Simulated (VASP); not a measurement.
The system is Li3SF.

```
CELL_PARAMETERS angstrom
4.48110 0.00000 0.00000
0.00000 4.48110 0.00000
0.00000 0.00000 4.48110
ATOMIC_POSITIONS crystal
F 0.00000 0.00000 0.00000
S 0.50000 0.50000 0.50000
Li 0.50000 0.50000 0.00000
Li 0.50000 0.00000 0.50000
Li 0.00000 0.50000 0.50000
```

Base run:

```yaml
Program: VASP 6.6.1
Functional: r2SCAN
Potentials_or_basis: VASP PAW PBE potentials, release 64 (F, S, Li_sv)
Cutoff: 520 eV
k_mesh: 6 × 6 × 6
Occupations: gaussian, width 0.01 eV
Spin: no spin polarisation
```

Its results: band gap on the k mesh 4.60 eV, indirect (least direct gap 4.75 eV).

Q: The run is repeated on the same cell with these changes: functional from r2SCAN to PBE. What comes out?

A: Band gap on the k mesh 4.00 eV, indirect (least direct gap 4.16 eV).

r2SCAN gives the wider gap, since meta-GGAs in the generalised Kohn-Sham scheme recover part of the derivative discontinuity.

A k mesh can miss the band edges.
